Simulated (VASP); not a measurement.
# Na (Fm-3m) in VASP: notebook

The runs below take Na through single point, with PBE, HSE06.

Program: VASP 6.6.1. These are calculated values, not measurements. Logs are shortened: lines on timing, memory, paths and dates and some standing lists are left out, and cuts for length are marked.

## (1) The cell of the first run

Symmetry: Fm-3m, No. 225, cubic system. The conventional cell has a = 5.322 Å, b = 5.322 Å, c = 5.322 Å, α = 90.00°, β = 90.00°, γ = 90.00°. Within 4.9 Å of Na (site symmetry m-3m) lie 12 Na at 3.76 Å.

## (2) Single point, PBE

INCAR reads:

```
SYSTEM = Na
  PREC = Accurate
  ENCUT = 520
  EDIFF = 1E-6
  ISMEAR = 0
  SIGMA = 0.05
  LREAL = .False.
  LASPH = .True.
  NELM = 60
  ALGO = Normal
  ISIF = 2
  LWAVE = .False.
  LCHARG = .False.
  GGA = PE
  NBANDS = 10
```

KPOINTS reads:

```
regular mesh
0
Gamma
  6 6 6
  0 0 0
```

POSCAR reads:

```
Na
1.0
    0.0000000000      2.6611756821      2.6611756821
    2.6611756821      0.0000000000      2.6611756821
    2.6611756821      2.6611756821      0.0000000000
Na
1
Direct
    0.0000000000      0.0000000000      0.0000000000
```

Potentials or basis: VASP PAW PBE potentials, release 64 (Na_pv).

Started as:

```console
$ cat potpaw_PBE.64/Na_pv/POTCAR > POTCAR
$ mpirun -np 1 vasp_std > vasp.out
```

OUTCAR:

```text
SYSTEM = Na
   PREC = Accurate
   ENCUT = 520
   EDIFF = 1E-6
   ISMEAR = 0
   LREAL = .False.
   LASPH = .True.
   NELM = 60
   ISIF = 2
   GGA = PE

 ion  position               nearest neighbor table
   1  0.000  0.000  0.000-

  LATTYP: Found a face centered cubic cell.
 ALAT       =     5.3223513642

  Lattice vectors:

 A1 = (   0.0000000000,   2.6611756821,   2.6611756821)
 A2 = (   2.6611756821,   0.0000000000,   2.6611756821)
 A3 = (   2.6611756821,   2.6611756821,   0.0000000000)

Analysis of symmetry for initial positions (statically):
=====================================================================
 Subroutine PRICEL returns:
 Original cell was already a primitive cell.

 Routine SETGRP: Setting up the symmetry group for a
 face centered cubic supercell.

 Subroutine GETGRP returns: Found 48 space group operations
 (whereof 48 operations were pure point group operations)
 out of a pool of 48 trial point group operations.

The static configuration has the point symmetry O_h .

Analysis of symmetry for dynamics (positions and initial velocities):
=====================================================================
 Subroutine PRICEL returns:
 Original cell was already a primitive cell.

 Routine SETGRP: Setting up the symmetry group for a
 face centered cubic supercell.

 Subroutine GETGRP returns: Found 48 space group operations
 (whereof 48 operations were pure point group operations)
 out of a pool of 48 trial point group operations.

The dynamic configuration has the point symmetry O_h .

 Subroutine INISYM returns: Found 48 space group operations
 (whereof 48 operations are pure point group operations),
 and found     1 'primitive' translations

----------------------------------------------------------------------------------------

                                     Primitive cell

  volume of cell :      37.6921

  direct lattice vectors                    reciprocal lattice vectors
     0.000000000  2.661175682  2.661175682    -0.187886881  0.187886881  0.187886881
     2.661175682  0.000000000  2.661175682     0.187886881 -0.187886881  0.187886881
     2.661175682  2.661175682  0.000000000     0.187886881  0.187886881 -0.187886881

  length of vectors
     3.763470741  3.763470741  3.763470741     0.325429625  0.325429625  0.325429625

  position of ions in fractional coordinates (direct lattice)
     0.000000000  0.000000000  0.000000000

  ion indices of the primitive-cell ions
[... 69 lines left out ...]
   IBRION =     -1    ionic relax: 0-MD 1-quasi-New 2-CG
   NFREE  =      0    steps in history (QN), initial steepest desc. (CG)
   ISIF   =      2    stress and relaxation
   ISYM   =      2    0-nonsym 1-usesym 2-fastsym
   POTIM  = 0.5000    time-step for ionic-motion
   TEBEG  =    0.0;   TEEND  =   0.0 temperature during run
   PSTRESS=    0.0 pullay stress
   NELECT =       7.0000    total number of electrons
   NUPDOWN=      -1.0000    fix difference up-down
   EMIN   =  10.00;   EMAX   =-10.00  energy-range for DOS
   EFERMI =   0.00;   METHOD = LEGACY
   ISMEAR =     0;   SIGMA  =   0.05  broadening in eV -4-tet -1-fermi 0-gaus
   EFERMI_NEDOS =   21; number of points for ismear=-14 and -15
   IALGO  =     38    algorithm
   IMIX   =      4    mixing-type and parameters
     AMIX     =   0.40;   BMIX     =  1.00
     AMIX_MAG =   1.60;   BMIX_MAG =  1.00
  volume/ion in A,a.u.               =      37.69       254.36
  Fermi-wavevector in a.u.,A,eV,Ry     =   0.934022  1.765046 11.869694  0.872398
  Thomas-Fermi vector in A             =   2.060784
   LORBIT       =      0    0 simple, 1 ext, 2 COOP (PROOUT), +10 PAW based schemes
   GGA     = PE    functional components
   LHFCALC =     F    Hartree Fock is set to
   AEXX    =    0.0000 exact exchange contribution
   IVDW    =     0    specifies the selected vdW correction
   LEPSILON=     F    determine dielectric tensor
   LRPA    =     F    only Hartree local field effects (RPA)
 non-spin polarized calculation
 Gauss-broadening in eV      SIGMA  =   0.05
  energy-cutoff  :      520.00
  volume of cell :       37.69
 maximum number of plane-waves:      1032
   NGX = 13   NGY = 13   NGZ = 13

 number of electron       6.9999993 magnetization

 Free energy of the ion-electron system (eV)
  ---------------------------------------------------
  ext. energy  EPLUGINS =         0.00000000
  ---------------------------------------------------
  free energy    TOTEN  =        -1.29893473 eV

  energy without entropy =       -1.29668099  energy(sigma->0) =       -1.29780786

 E-fermi :   0.0325     XC(G=0):  -6.4587

 val. band max:        0.0037959055   @ k =   0.5000   0.3333   0.1667
 cond. band min:       0.5702574540   @ k =   0.5000   0.1667   0.0000
 fundamental gap:      0.5664615485
 Fermi energy:         0.0325121952

 k-point     1 :       0.0000    0.0000    0.0000
  band No.  band energies     occupation
      1     -24.6286      2.00000
      2     -24.6286      2.00000
      3     -24.6286      2.00000
      4      -2.9629      2.00000
      5      11.2750      0.00000
      6      11.2750      0.00000
      7      11.2750      0.00000
      8      12.3611      0.00000
      9      12.7995      0.00000
     10      12.7995      0.00000
[... 183 lines left out ...]
 k-point    16 :      -0.3333    0.5000    0.1667
  band No.  band energies     occupation
      1     -24.6549      2.00000
      2     -24.6454      2.00000
      3     -24.6409      2.00000
      4       2.5658      0.00000
      5       3.0626      0.00000
      6       4.1692      0.00000
      7       5.3880      0.00000
      8      10.8059      0.00000
      9      12.2350      0.00000
     10      15.7575      0.00000

------------------------ aborting loop because EDIFF is reached ----------------------------------------

  FORCE on cell =-STRESS in cart. coord.  units (eV):
  Direction    XX          YY          ZZ          XY          YZ          ZX
  --------------------------------------------------------------------------------------
  -------------------------------------------------------------------------------------
  Total       -0.0304183     -0.0304183     -0.0304183     -0.0000000      0.0000000      0.0000000
  in kB       -1.2929910     -1.2929910     -1.2929910     -0.0000000      0.0000000      0.0000000
  external PRESSURE =      -1.2929910 kB  Pullay stress =       0.0000000 kB

 VOLUME and BASIS-vectors are now :
 -----------------------------------------------------------------------------
  energy-cutoff  :      520.00
  volume of cell :       37.69
      direct lattice vectors                 reciprocal lattice vectors
     0.000000000  2.661175682  2.661175682    -0.187886881  0.187886881  0.187886881
     2.661175682  0.000000000  2.661175682     0.187886881 -0.187886881  0.187886881
     2.661175682  2.661175682  0.000000000     0.187886881  0.187886881 -0.187886881

 POSITION                                       TOTAL-FORCE (eV/Angst)
 -----------------------------------------------------------------------------------
      0.00000      0.00000      0.00000        -0.000000      0.000000     -0.000000
 -----------------------------------------------------------------------------------
    total drift:                               -0.000000     -0.000000     -0.000000

  FREE ENERGIE OF THE ION-ELECTRON SYSTEM (eV)
  ---------------------------------------------------
  free  energy   TOTEN  =        -1.2989347318 eV

  energy  without entropy=       -1.2966809916  energy(sigma->0) =       -1.29780786
```

stdout:

```text
POSCAR found type information on POSCAR Na
 POSCAR found :  1 types and       1 ions
 scaLAPACK will be used
 LDA part: xc-table for (Slater+PW92), standard interpolation
 POSCAR, INCAR and KPOINTS ok, starting setup
 FFT: planning ... GRIDC
 FFT: planning ... GRID_SOFT
 FFT: planning ... GRID
 WAVECAR not read
 entering main loop
```

Wall time 8.5 s (1 thread of AMD EPYC 7R13, shared host); peak memory 0.12 GiB.

Results:

```yaml
Free_energy: -1.2989 eV
Pressure: -0.1 GPa
```

(Part 1 of 2 ends here.)
